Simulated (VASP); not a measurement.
SrO: relaxation of shape and atoms at fixed volume with PBEsol

Crystal: SrO.

```xyz
4
Lattice="4.4378 0.0000 0.0000 0.0000 4.4378 0.0000 0.0000 0.0000 3.4743" Properties=species:S:1:pos:R:3 pbc="T T T"
Sr    2.2189    0.0000    1.0134
Sr    0.0000    2.2189    2.4609
O     0.0000    0.0000    0.0000
O     2.2189    2.2189    0.0000
```

- Program: VASP 6.6.1
- Task: relaxation of shape and atoms at fixed volume
- Functional: PBEsol
- Potentials or basis: VASP PAW PBE potentials, release 64 (Sr_sv, O)
- Cutoff: 600 eV
- k mesh: 8 × 8 × 10
- Occupations: gaussian, width 0.05 eV
- Spin: no spin polarisation
- Dipole correction: no
- Further INCAR settings: ALGO = Normal; EDIFF = 1e-06; IBRION = 2; EDIFFG = -0.01; NSW = 60; ISIF = 4

```
Energy gained by relaxing    : 0.3 meV/atom
Ionic steps                  : 5
Pressure after relaxing      : -1.0 GPa
Largest force after relaxing : 0.004 eV/Å
Band gap on the k mesh       : 2.82 eV (least direct gap 2.88 eV)
```

Forces in eV/Å, atoms in the order of the input:
```
Sr   0.000  0.000 -0.004
Sr   0.000  0.000  0.004
O    0.000  0.000  0.000
O    0.000  0.000  0.000
```

The path:
| step | energy change (eV) | largest force (eV/Å) | pressure (GPa) | volume (Å³) |
| --- | --- | --- | --- | --- |
| 1 | 0.0000 | 0.0608 | -1.54 | 68.42 |
| 2 | -0.0005 | 0.0497 | -1.41 | 68.42 |
| 3 | -0.0009 | 0.0195 | -1.08 | 68.42 |
| 4 | -0.0009 | 0.0221 | -1.11 | 68.42 |
| 5 | -0.0010 | 0.0045 | -1.05 | 68.42 |

Final structure:
```yaml
crystal:
  lattice:
    - [4.43065, 0.00000, 0.00000]
    - [0.00000, 4.43065, 0.00000]
    - [0.00000, 0.00000, 3.48557]
  atoms:
    - { symbol: Sr, position: [0.50000, 0.00000, 0.28824] }
    - { symbol: Sr, position: [0.00000, 0.50000, 0.71176] }
    - { symbol: O, position: [0.00000, 0.00000, 0.00000] }
    - { symbol: O, position: [0.50000, 0.50000, 0.00000] }
```

Levels at points of the mesh, in eV from the valence-band top:
```
           k point  band 12  band 13  band 14  band 15  band 16  band 17  band 18  band 19  band 20
(0.00, 0.00, 0.00)    -1.05    -1.05    -0.51    -0.06    -0.06     2.82     4.40     4.61     5.87
(0.50, 0.00, 0.00)    -1.52    -0.76    -0.76    -0.57    -0.57     4.10     4.10     5.68     5.68
(0.50, 0.50, 0.00)    -2.48    -0.73    -0.73    -0.26    -0.26     4.31     4.31     5.57     5.57
(0.00, 0.00, 0.50)    -2.03    -1.69    -1.69    -0.49    -0.49     6.33     6.64     6.64     7.40
(0.50, 0.00, 0.50)    -1.67    -1.40    -1.40    -0.95    -0.95     5.69     5.69     6.01     6.01
(0.50, 0.50, 0.50)    -1.45    -1.10    -1.10    -0.51    -0.51     5.22     5.22     5.59     5.59
```

It took 7.4 min on 1 thread of Oxide Virtual Turin-like Processor, with other jobs on the host, peak memory 0.25 GiB.

Caveat: the PAW data sets were made with another functional, which shifts forces and pressure a little. A k mesh can miss the band edges.
